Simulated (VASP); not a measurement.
# Mg (Fm-3m) in VASP: phonons with PBE+D4

Aim: the phonons of Mg with PBE+D4.

Program: VASP 6.6.1. These are calculated values, not measurements. Logs are shortened: lines on timing, memory, paths and dates and some standing lists are left out, and cuts for length are marked.

### 1 The cell of the first run

The structure is cubic, space group Fm-3m (No. 225). The conventional cell has a = 4.489 Å, b = 4.489 Å, c = 4.489 Å, α = 90.00°, β = 90.00°, γ = 90.00°. Mg (site symmetry m-3m) has 12 Mg at 3.17 Å within 4.2 Å.

### 2 Phonons, PBE+D4

INCAR reads:

```
ALGO = Normal ; EDIFF = 1E-8
ENCUT = 520 ; GGA = PE
IBRION = 6 ; ISIF = 2
ISMEAR = 0 ; IVDW = 13
LASPH = T ; LCHARG = T
LREAL = F ; LWAVE = F
NELM = 60 ; NFREE = 2
NSW = 1 ; POTIM = 0.015
PREC = Accurate ; SIGMA = 0.3
```

KPOINTS reads:

```
k-points
0
Gamma
  8 8 8
```

POSCAR reads:

```
Mg
1.0
    0.0000000000      2.2442560000      2.2442560000
    2.2442560000      0.0000000000      2.2442560000
    2.2442560000      2.2442560000      0.0000000000
Mg
1
Direct
    0.0000000000      0.0000000000      0.0000000000
```

Potentials or basis: VASP PAW PBE potentials, release 64 (Mg).

Started as:

```console
$ cat potpaw_PBE.64/Mg/POTCAR > POTCAR
$ mpirun -np 1 vasp_std > vasp.out
```

OUTCAR:

```text
EDIFF = 1E-8
   ENCUT = 520
   GGA = PE
   IBRION = 6
   ISIF = 2
   ISMEAR = 0
   IVDW = 13
   LASPH = T
   LREAL = F
   NELM = 60
   NFREE = 2
   NSW = 1
   POTIM = 0.015
   PREC = Accurate

 ion  position               nearest neighbor table
   1  0.000  0.000  0.000-

  LATTYP: Found a face centered cubic cell.
 ALAT       =     4.4885120000

  Lattice vectors:

 A1 = (   0.0000000000,   2.2442560000,   2.2442560000)
 A2 = (   2.2442560000,   0.0000000000,   2.2442560000)
 A3 = (   2.2442560000,   2.2442560000,   0.0000000000)

Analysis of symmetry for initial positions (statically):
=====================================================================
 Subroutine PRICEL returns:
 Original cell was already a primitive cell.

 Routine SETGRP: Setting up the symmetry group for a
 face centered cubic supercell.

 Subroutine GETGRP returns: Found 48 space group operations
 (whereof 48 operations were pure point group operations)
 out of a pool of 48 trial point group operations.

The static configuration has the point symmetry O_h .

Analysis of symmetry for dynamics (positions and initial velocities):
=====================================================================
 Subroutine PRICEL returns:
 Original cell was already a primitive cell.

 Routine SETGRP: Setting up the symmetry group for a
 face centered cubic supercell.

 Subroutine GETGRP returns: Found 48 space group operations
 (whereof 48 operations were pure point group operations)
 out of a pool of 48 trial point group operations.

The dynamic configuration has the point symmetry O_h .

 Subroutine INISYM returns: Found 48 space group operations
 (whereof 48 operations are pure point group operations),
 and found     1 'primitive' translations

----------------------------------------------------------------------------------------

                                     Primitive cell

  volume of cell :      22.6072

  direct lattice vectors                    reciprocal lattice vectors
     0.000000000  2.244256000  2.244256000    -0.222790983  0.222790983  0.222790983
     2.244256000  0.000000000  2.244256000     0.222790983 -0.222790983  0.222790983
     2.244256000  2.244256000  0.000000000     0.222790983  0.222790983 -0.222790983

  length of vectors
     3.173857273  3.173857273  3.173857273     0.385885302  0.385885302  0.385885302

[... 105 lines left out ...]
   AEXX    =    0.0000 exact exchange contribution
   IVDW    =    13    specifies the selected vdW correction
   LEPSILON=     F    determine dielectric tensor
   LRPA    =     F    only Hartree local field effects (RPA)
 finite differences with symmetry
 non-spin polarized calculation
 Gauss-broadening in eV      SIGMA  =   0.30
  energy-cutoff  :      520.00
  volume of cell :       22.61
 maximum number of plane-waves:       620
   NGX = 11   NGY = 11   NGZ = 11

--------------------------------------- Ionic step        1  -------------------------------------------

 number of electron       2.0000000 magnetization

 Free energy of the ion-electron system (eV)
  ---------------------------------------------------
  ext. energy  EPLUGINS =         0.00000000
  ---------------------------------------------------
  free energy    TOTEN  =        -1.50827486 eV

  energy without entropy =       -1.48354007  energy(sigma->0) =       -1.49590747

------------------------ aborting loop because EDIFF is reached ----------------------------------------

  DFT-D4 for vdW energy calculation

  Edisp (eV):   -0.07694
[... 69 lines left out ...]
--------------------------------------- Ionic step        3  -------------------------------------------

 number of electron       2.0000000 magnetization

 Free energy of the ion-electron system (eV)
  ---------------------------------------------------
  ext. energy  EPLUGINS =         0.00000000
  ---------------------------------------------------
  free energy    TOTEN  =        -1.50827486 eV

  energy without entropy =       -1.48354007  energy(sigma->0) =       -1.49590747

 E-fermi :   2.5207     XC(G=0):  -8.5390

 val. band max:        2.4781312216   @ k =   0.5000   0.5000   0.0000
 cond. band min:       2.8970147860   @ k =  -0.3750   0.5000   0.1250
 fundamental gap:      0.4188835644
 Fermi energy:         2.5207374808

 k-point     1 :       0.0000    0.0000    0.0000
  band No.  band energies     occupation
      1      -4.2846      2.00000
      2      15.1575      0.00000
      3      15.1575      0.00000
      4      15.1575      0.00000
      5      17.1706      0.00000
[... 177 lines left out ...]
 k-point    24 :      -0.3750    0.2500    0.1250
  band No.  band energies     occupation
      1       1.8260      1.99894
      2       2.3115      1.67598
      3       8.7504      0.00000
      4       9.7218      0.00000
      5      16.0490      0.00000

 [... further k-points ...]

------------------------ aborting loop because EDIFF is reached ----------------------------------------

  DFT-D4 for vdW energy calculation

  Edisp (eV):   -0.07694
[... 24 lines left out ...]
  FREE ENERGIE OF THE ION-ELECTRON SYSTEM (eV)
  ---------------------------------------------------
  free  energy   TOTEN  =        -1.5852129659 eV

  energy  without entropy=       -1.5604781750  energy(sigma->0) =       -1.57284557

 INTERNAL STRAIN TENSORS FROM DISPLACED ATOMS
 ============================================

 INTERNAL STRAIN TENSOR FOR ION    1 for displacements in x,y,z  (eV/Angst):
          X           Y           Z          XY          YZ          ZX
  --------------------------------------------------------------------------------
  x     0.00000     0.00000     0.00000     0.00000     0.00000     0.00000
  y     0.00000     0.00000     0.00000     0.00000     0.00000     0.00000
  z     0.00000     0.00000     0.00000     0.00000     0.00000     0.00000

 Eigenvectors and eigenvalues of the dynamical matrix
 ----------------------------------------------------

   1 f  =    0.000000 THz     0.000000 2PiTHz    0.000000 cm-1     0.000000 meV
             X         Y         Z           dx          dy          dz
      0.000000  0.000000  0.000000     0.870563   -0.492057    0.000000

   2 f  =    0.000000 THz     0.000000 2PiTHz    0.000000 cm-1     0.000000 meV
             X         Y         Z           dx          dy          dz
      0.000000  0.000000  0.000000    -0.492057   -0.870563    0.000000

   3 f  =    0.000000 THz     0.000000 2PiTHz    0.000000 cm-1     0.000000 meV
             X         Y         Z           dx          dy          dz
      0.000000  0.000000  0.000000     0.000000    0.000000    1.000000

 ELASTIC MODULI CONTR FROM IONIC RELAXATION (kBar)
 Direction    XX          YY          ZZ          XY          YZ          ZX
 --------------------------------------------------------------------------------
 XX           0.0000      0.0000      0.0000      0.0000      0.0000      0.0000
 YY           0.0000      0.0000      0.0000      0.0000      0.0000      0.0000
 ZZ           0.0000      0.0000      0.0000      0.0000      0.0000      0.0000
 XY           0.0000      0.0000      0.0000      0.0000      0.0000      0.0000
 YZ           0.0000      0.0000      0.0000      0.0000      0.0000      0.0000
 ZX           0.0000      0.0000      0.0000      0.0000      0.0000      0.0000
 --------------------------------------------------------------------------------
```

OSZICAR:

```text
N       E                     dE             d eps       ncg     rms          rms(c)
DAV:   1    -0.696667532866E+00   -0.69667E+00   -0.86391E+02   310   0.281E+02
DAV:   2    -0.151071644759E+01   -0.81405E+00   -0.78210E+00   380   0.162E+01
DAV:   3    -0.151546018252E+01   -0.47437E-02   -0.47396E-02   380   0.140E+00
[... 20 lines left out ...]
DAV:   2    -0.150826362320E+01   -0.31392E-04   -0.10991E-04   395   0.813E-02    0.210E-02
DAV:   3    -0.150827474615E+01   -0.11123E-04   -0.64744E-06   355   0.249E-02    0.121E-03
DAV:   4    -0.150827484333E+01   -0.97186E-07   -0.82886E-08   365   0.159E-03    0.204E-04
DAV:   5    -0.150827486613E+01   -0.22793E-07   -0.31774E-09   330   0.325E-04    0.185E-05
DAV:   6    -0.150827486436E+01    0.17719E-08   -0.47096E-11   180   0.472E-05
   3 F= -.15852130E+01 E0= -.15728456E+01  d E =-.247348E-01
```

stdout:

```text
POSCAR found type information on POSCAR Mg
 POSCAR found :  1 types and       1 ions
 scaLAPACK will be used
 LDA part: xc-table for (Slater+PW92), standard interpolation
 POSCAR, INCAR and KPOINTS ok, starting setup
 FFT: planning ... GRIDC
 FFT: planning ... GRID_SOFT
 FFT: planning ... GRID
 WAVECAR not read
 entering main loop
 Found     1 degrees of freedom:
 Finite differences POTIM= 0.01500 DOF=   1
 bond charge predicted
 Finite differences progress:
 bond charge predicted
 Finite differences progress:
```

Wall time 14 s (1 thread of AMD EPYC 7R43 (Zen 3), shared host); peak memory 0.1 GiB.

Results:

```yaml
Dispersion_energy_per_atom: -0.077 eV
```
